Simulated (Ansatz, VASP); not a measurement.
## PbO2 in VASP and in Ansatz

```
Pb O
1.0
     0.00000    2.65983    2.65983
     2.65983    0.00000    2.65983
     2.65983    2.65983    0.00000
Pb O
1 2
Direct
  0.00000 0.00000 0.00000
  0.25000 0.25000 0.25000
  0.75000 0.75000 0.75000
```

Alike in both runs: functional r2SCAN; k mesh 6 × 6 × 6; occupations gaussian, width 0.1 eV; no spin polarisation.

Ansatz relaxed the structure, and its values are those at the end. VASP's run is a single point on that final structure, the one shown.

```csv
,VASP,Ansatz
version,VASP 6.6.1,Ansatz 0.2.0
potentials or method,"VASP PAW PBE potentials, release 64 (Pb_d, O), cutoff 520 eV","scalar-relativistic, plane waves, PAW"
valence electrons in the cell,26,26
```

|  | VASP | Ansatz | Ansatz less VASP |
| --- | --- | --- | --- |
| gap on the k mesh at the Fermi level (eV) | none | none | - |
| pressure (GPa) | 0.9 | -0.3 | -1.12 |

VASP's potentials were made for PBE, not for r2SCAN. A gap of «none» marks a metal or a gap that the smearing closes.

Neither program's run includes spin-orbit coupling.
